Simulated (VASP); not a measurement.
# CsPbCl3 (Pm-3m) in VASP: single point with r2SCAN

Aim: the single point of CsPbCl3 with r2SCAN.

Program: VASP 6.6.1. These are calculated values, not measurements. Logs are shortened: lines on timing, memory, paths and dates and some standing lists are left out, and cuts for length are marked.

## 1. The cell of the first run

Symmetry: Pm-3m, No. 221, cubic system. The conventional cell has a = 5.491 Å, b = 5.491 Å, c = 5.491 Å, α = 90.00°, β = 90.00°, γ = 90.00°. Pb (site symmetry m-3m) has 6 Cl at 2.75 Å within 3.6 Å. Cs (site symmetry m-3m) has 12 Cl at 3.88 Å and 8 Pb at 4.75 Å within 5.1 Å. Within 3.6 Å of Cl (site symmetry 4/mmm) lie 2 Pb at 2.75 Å.

## 2. Single point, r2SCAN, non-collinear spin, zero start, spin-orbit coupling

POSCAR reads:

```
CsPbCl3
1.0
    5.4905801394      0.0000000000      0.0000000000
    0.0000000000      5.4905801394      0.0000000000
    0.0000000000      0.0000000000      5.4905801394
Pb Cs Cl
1 1 3
Direct
    0.5000000000      0.5000000000      0.5000000000
    0.0000000000      0.0000000000      0.0000000000
    0.5000000000      0.0000000000      0.5000000000
    0.0000000000      0.5000000000      0.5000000000
    0.5000000000      0.5000000000      0.0000000000
```

INCAR.step1 reads:

```
ALGO = Normal
EDIFF = 1E-4
ENCUT = 520
GGA = PE
GGA_COMPAT = F
ISMEAR = -1
LASPH = T
LCHARG = F
LNONCOLLINEAR = T
LREAL = F
LSORBIT = T
LWAVE = T
MAGMOM = 0 0 0 0 0 0 0 0 0 0 0 0 0 0 0
NBANDS = 59
NELM = 150
PREC = Accurate
SIGMA = 0.05
```

INCAR.step2 reads:

```
ALGO = Normal
EDIFF = 1E-7
ENCUT = 520
GGA_COMPAT = F
ISIF = 2
ISMEAR = -1
ISTART = 1
LASPH = T
LCHARG = F
LMIXTAU = T
LNONCOLLINEAR = T
LORBIT = 11
LORBMOM = T
LREAL = F
LSORBIT = T
LWAVE = F
MAGMOM = 0 0 0 0 0 0 0 0 0 0 0 0 0 0 0
METAGGA = R2SCAN
NBANDS = 59
NELM = 150
PREC = Accurate
SIGMA = 0.05
```

KPOINTS reads:

```
k-points
0
Gamma
  5 5 5
```

Potentials or basis: VASP PAW PBE potentials, release 64 (Pb_d, Cs_sv, Cl).

On the command line:

```
$ cat potpaw_PBE.64/Pb_d/POTCAR potpaw_PBE.64/Cs_sv/POTCAR potpaw_PBE.64/Cl/POTCAR > POTCAR
$ cp INCAR.step1 INCAR
$ mpirun -np 1 vasp_ncl > vasp.out
$ cp INCAR.step2 INCAR
$ mpirun -np 1 vasp_ncl > vasp.out
```

OUTCAR:

```text
EDIFF = 1E-7
   ENCUT = 520
   ISIF = 2
   ISMEAR = -1
   ISTART = 1
   LASPH = T
   LNONCOLLINEAR = T
   LORBIT = 11
   LREAL = F
   LSORBIT = T
   METAGGA = R2SCAN
   NELM = 150
   PREC = Accurate

 ion  position               nearest neighbor table
   1  0.500  0.500  0.500-   3 2.75   4 2.75   5 2.75   5 2.75   3 2.75   4 2.75
   2  0.000  0.000  0.000-
   3  0.500  0.000  0.500-   1 2.75   1 2.75
   4  0.000  0.500  0.500-   1 2.75   1 2.75
   5  0.500  0.500  0.000-   1 2.75   1 2.75

  LATTYP: Found a simple cubic cell.
 ALAT       =     5.4905801394

  Lattice vectors:

 A1 = (   5.4905801394,   0.0000000000,   0.0000000000)
 A2 = (   0.0000000000,   5.4905801394,   0.0000000000)
 A3 = (   0.0000000000,   0.0000000000,   5.4905801394)

Analysis of symmetry for initial positions (statically):
=====================================================================
 Subroutine PRICEL returns:
 Original cell was already a primitive cell.

 Routine SETGRP: Setting up the symmetry group for a
 simple cubic supercell.

 Subroutine GETGRP returns: Found 48 space group operations
 (whereof 48 operations were pure point group operations)
 out of a pool of 48 trial point group operations.

The static configuration has the point symmetry O_h .

Analysis of symmetry for dynamics (positions and initial velocities):
=====================================================================
 Subroutine PRICEL returns:
 Original cell was already a primitive cell.

 Routine SETGRP: Setting up the symmetry group for a
 simple cubic supercell.

 Subroutine GETGRP returns: Found 48 space group operations
 (whereof 48 operations were pure point group operations)
 out of a pool of 48 trial point group operations.

The dynamic configuration has the point symmetry O_h .

Analysis of structural, dynamic, and magnetic symmetry:
=====================================================================
 Subroutine PRICEL returns:
 Original cell was already a primitive cell.

 Routine SETGRP: Setting up the symmetry group for a
 simple cubic supercell.

 Subroutine GETGRP returns: Found 48 space group operations
 (whereof 48 operations were pure point group operations)
 out of a pool of 48 trial point group operations.

The overall configuration has the point symmetry O_h .

 Subroutine INISYM returns: Found 48 space group operations
 (whereof 48 operations are pure point group operations),
 and found     1 'primitive' translations

----------------------------------------------------------------------------------------

                                     Primitive cell

  volume of cell :     165.5216

  direct lattice vectors                    reciprocal lattice vectors
     5.490580139  0.000000000  0.000000000     0.182130116  0.000000000  0.000000000
     0.000000000  5.490580139  0.000000000     0.000000000  0.182130116  0.000000000
     0.000000000  0.000000000  5.490580139     0.000000000  0.000000000  0.182130116

  length of vectors
     5.490580139  5.490580139  5.490580139     0.182130116  0.182130116  0.182130116

  position of ions in fractional coordinates (direct lattice)
     0.500000000  0.500000000  0.500000000
     0.000000000  0.000000000  0.000000000
     0.500000000  0.000000000  0.500000000
     0.000000000  0.500000000  0.500000000
     0.500000000  0.500000000  0.000000000

  ion indices of the primitive-cell ions
   primitive index   ion index
                 1           1
                 2           2
                 3           3
                 4           4
                 5           5

[... 102 lines left out ...]
  ---------------------------------------------------
  free energy    TOTEN  =      -108.52607671 eV

  energy without entropy =     -108.52607671  energy(sigma->0) =     -108.52607671

 E-fermi :   2.8427     XC(G=0):  -8.5498

 val. band max:        1.7452305786   @ k =   0.4000   0.4000   0.4000
 cond. band min:       4.0092648992   @ k =   0.4000   0.4000   0.4000
 fundamental gap:      2.2640343205
 Fermi energy:         2.8426907890

 k-point     1 :       0.0000    0.0000    0.0000
  band No.  band energies     occupation
      1     -19.9651      1.00000
      2     -19.9651      1.00000
      3     -16.5447      1.00000
      4     -16.5447      1.00000
      5     -16.5447      1.00000
      6     -16.5447      1.00000
[... 579 lines left out ...]
     55       8.3096      0.00000
     56       8.3096      0.00000
 [bands above 56 left out]

------------------------ aborting loop because EDIFF is reached ----------------------------------------

  FORCE on cell =-STRESS in cart. coord.  units (eV):
  Direction    XX          YY          ZZ          XY          YZ          ZX
  --------------------------------------------------------------------------------------
  -------------------------------------------------------------------------------------
  Total        2.9585771      2.9585771      2.9585771      0.0000000     -0.0000000      0.0000000
  in kB       28.6377422     28.6377422     28.6377422      0.0000000     -0.0000000      0.0000000
  external PRESSURE =      28.6377422 kB  Pullay stress =       0.0000000 kB

 VOLUME and BASIS-vectors are now :
 -----------------------------------------------------------------------------
  energy-cutoff  :      520.00
  volume of cell :      165.52
      direct lattice vectors                 reciprocal lattice vectors
     5.490580139  0.000000000  0.000000000     0.182130116  0.000000000  0.000000000
     0.000000000  5.490580139  0.000000000     0.000000000  0.182130116  0.000000000
     0.000000000  0.000000000  5.490580139     0.000000000  0.000000000  0.182130116

 POSITION                                       TOTAL-FORCE (eV/Angst)
 -----------------------------------------------------------------------------------
      2.74529      2.74529      2.74529         0.000000      0.000000      0.000000
      0.00000      0.00000      0.00000         0.000000      0.000000      0.000000
      2.74529      0.00000      2.74529         0.000000      0.000000      0.000000
      0.00000      2.74529      2.74529         0.000000      0.000000      0.000000
      2.74529      2.74529      0.00000         0.000000      0.000000      0.000000
 -----------------------------------------------------------------------------------
    total drift:                                0.000000     -0.000000     -0.000000

  FREE ENERGIE OF THE ION-ELECTRON SYSTEM (eV)
  ---------------------------------------------------
  free  energy   TOTEN  =      -108.5260767100 eV

  energy  without entropy=     -108.5260767099  energy(sigma->0) =     -108.52607671

 orbital moment (x)

 # of ion     p       d       tot
 ----------------------------------------
  1         0.000   0.000   0.000
  2         0.000  -0.000   0.000
  3        -0.000   0.000  -0.000
  4         0.000   0.000   0.000
  5         0.000   0.000   0.000
 ----------------------------------------
            0.000   0.000   0.000

 orbital moment (y)

 # of ion     p       d       tot
 ----------------------------------------
  1         0.000  -0.000   0.000
  2        -0.000  -0.000  -0.000
  3         0.000   0.000   0.000
  4         0.000   0.000   0.000
  5        -0.000   0.000  -0.000
 ----------------------------------------
           -0.000  -0.000  -0.000

 orbital moment (z)

 # of ion     p       d       tot
 ----------------------------------------
  1         0.000   0.000   0.000
  2         0.000   0.000   0.000
  3         0.000   0.000   0.000
  4         0.000   0.000   0.000
  5         0.000   0.000   0.000
 ----------------------------------------
            0.000   0.000   0.000

 Spin-Orbit-Coupling matrix elements

 Ion:    1  E_soc:     -0.6706360
 l=   1
     0.0000000    -0.0474898    -0.0474898
    -0.0474898     0.0000000    -0.0474898
    -0.0474898    -0.0474898     0.0000000
 l=   2
     0.0000000    -0.0129791     0.0000000    -0.0129791    -0.0513038
    -0.0129791     0.0000000    -0.0384779    -0.0129791    -0.0128260
     0.0000000    -0.0384779     0.0000000    -0.0384779     0.0000000
    -0.0129791    -0.0129791    -0.0384779     0.0000000    -0.0128260
    -0.0513038    -0.0128260     0.0000000    -0.0128260     0.0000000
 l=   3
     0.0000000     0.0000000     0.0000000     0.0000000     0.0000000     0.0000000     0.0000000
     0.0000000     0.0000000     0.0000000     0.0000000     0.0000000     0.0000000     0.0000000
     0.0000000     0.0000000     0.0000000     0.0000000     0.0000000     0.0000000     0.0000000
     0.0000000     0.0000000     0.0000000     0.0000000     0.0000000     0.0000000     0.0000000
[... 69 lines left out ...]
 l=   2
     0.0000000     0.0000000     0.0000000     0.0000000     0.0000000
     0.0000000     0.0000000     0.0000000     0.0000000     0.0000000
     0.0000000     0.0000000     0.0000000     0.0000000     0.0000000
     0.0000000     0.0000000     0.0000000     0.0000000     0.0000000
     0.0000000     0.0000000     0.0000000     0.0000000     0.0000000
 l=   3
     0.0000000     0.0000000     0.0000000     0.0000000     0.0000000     0.0000000     0.0000000
     0.0000000     0.0000000     0.0000000     0.0000000     0.0000000     0.0000000     0.0000000
     0.0000000     0.0000000     0.0000000     0.0000000     0.0000000     0.0000000     0.0000000
     0.0000000     0.0000000     0.0000000     0.0000000     0.0000000     0.0000000     0.0000000
     0.0000000     0.0000000     0.0000000     0.0000000     0.0000000     0.0000000     0.0000000
     0.0000000     0.0000000     0.0000000     0.0000000     0.0000000     0.0000000     0.0000000
     0.0000000     0.0000000     0.0000000     0.0000000     0.0000000     0.0000000     0.0000000

 total charge

# of ion       s       p       d       tot
------------------------------------------
    1        1.516   0.476   9.867  11.859
    2        1.846   4.719   0.013   6.577
    3        1.609   3.568   0.000   5.178
    4        1.609   3.568   0.000   5.178
    5        1.609   3.568   0.000   5.178
--------------------------------------------------
tot          8.190  15.899   9.880  33.969

 magnetization (x)

# of ion       s       p       d       tot
------------------------------------------
    1       -0.000   0.000   0.000  -0.000
    2        0.000   0.000   0.000   0.000
    3       -0.000   0.000   0.000   0.000
    4       -0.000   0.000   0.000   0.000
    5        0.000  -0.000   0.000  -0.000
--------------------------------------------------
tot          0.000  -0.000   0.000  -0.000

 magnetization (y)

# of ion       s       p       d       tot
------------------------------------------
    1       -0.000  -0.000  -0.000  -0.000
    2        0.000  -0.000   0.000   0.000
    3        0.000   0.000   0.000   0.000
    4        0.000  -0.000   0.000  -0.000
    5       -0.000   0.000   0.000   0.000
--------------------------------------------------
tot          0.000   0.000  -0.000   0.000

 magnetization (z)

# of ion       s       p       d       tot
------------------------------------------
    1       -0.000  -0.000   0.000  -0.000
    2        0.000   0.000   0.000   0.000
    3        0.000   0.000   0.000   0.000
    4        0.000  -0.000   0.000  -0.000
    5        0.000  -0.000   0.000  -0.000
--------------------------------------------------
tot          0.000  -0.000   0.000  -0.000
```

Run time: 43 min. Hardware: 1 thread of Intel Xeon 8259CL, shared host; peak memory 0.77 GiB.

What came out:

| Quantity | Value |
| --- | --- |
| Free energy | -108.5261 eV |
| Pressure | 2.9 GPa |
| Net moment | 0.00 μB per cell |
| Valence electrons inside the program's atomic spheres | Pb 11.86; Cs 6.58; Cl 5.18 |

Moments on the atoms (μB; x, y, z):
```
Pb  0.00 0.00 0.00
Cs  0.00 0.00 0.00
Cl  0.00 0.00 0.00
Cl  0.00 0.00 0.00
Cl  0.00 0.00 0.00
```

Caveat: the PAW data sets were made with another functional, which shifts forces and pressure a little.
